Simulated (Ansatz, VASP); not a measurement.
One calculation of Ag, two programs

```xyz
1
Lattice="0.0000 2.0431 2.0431 2.0431 0.0000 2.0431 2.0431 2.0431 0.0000" Properties=species:S:1:pos:R:3 pbc="T T T"
Ag    0.0000    0.0000    0.0000
```

Alike in both runs: task electric field gradients; functional PBE; k mesh 15 × 15 × 15; occupations fermi-dirac, width 0.03 eV; no spin polarisation.

|  | VASP | Ansatz |
| --- | --- | --- |
| version | VASP 6.6.1 | Ansatz 0.2.0 |
| potentials or method | VASP PAW PBE potentials, release 64 (Ag) | PAW with Ansatz's default frozen-core files, scalar-relativistic |
| plane-wave cutoff (eV) | 520 | 420 |
| valence electrons in the cell | 11 | 19 |

Ansatz gave:

| Property | Result |
| --- | --- |
| pressure (GPa) | 4.6 |

Problem. Which values does VASP return?

Solution. Pressure (GPa): 4.4.

With one functional, cell and mesh, what is left measures potentials, basis and numerics. VASP's potentials hold 11 valence electrons a cell and Ansatz's 19, so a difference there can come from the potentials and not from the codes.
